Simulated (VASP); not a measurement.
Input of a VASP 6.6.1 run:

The input INCAR:

```
SYSTEM = SnSe
  PREC = Accurate
  ENCUT = 600
  EDIFF = 1E-6
  ISMEAR = -1
  SIGMA = 0.05
  LREAL = .False.
  LASPH = .True.
  NELM = 80
  ALGO = Normal
  ISIF = 3
  LWAVE = .False.
  LCHARG = .False.
  GGA = PE
  IVDW = 13
  IBRION = 2
  NSW = 80
  EDIFFG = -0.005
```

KPOINTS

```
Automatic mesh
0
Gamma
  8 8 8
  0 0 0
```

The input POSCAR:

```
SnSe
1.0
    0.0000000000      3.0100000000      3.0100000000
    3.0100000000      0.0000000000      3.0100000000
    3.0100000000      3.0100000000      0.0000000000
Sn Se
1 1
Direct
    0.0000000000      0.0000000000      0.0000000000
    0.5000000000      0.5000000000      0.5000000000
```

Potentials or basis: VASP PAW PBE potentials, release 64 (Sn_d, Se).

The run is started by

```bash
$ cat potpaw_PBE.64/Sn_d/POTCAR potpaw_PBE.64/Se/POTCAR > POTCAR
$ mpirun -np 1 vasp_std > vasp.out
```

Task: Estimate the space group after relaxing (to 0.05 Å).

Result: Fm-3m (No. 225).

Task: What does it give for the relaxed cell?

Result: a = 4.223 Å, b = 4.223 Å, c = 4.223 Å, α = 60.00°, β = 60.00°, γ = 60.00°.

Task: Estimate the dispersion energy per atom.

Result: -0.397 eV.

Task: What does it give for the relaxed volume?

Result: 26.62 Å³/atom.

Final structure:
```
Sn Se
1.0
     0.00000    2.98600    2.98600
     2.98600    0.00000    2.98600
     2.98600    2.98600    0.00000
Sn Se
1 1
Cartesian
  0.0000 0.0000 0.0000
  2.9860 2.9860 2.9860
```
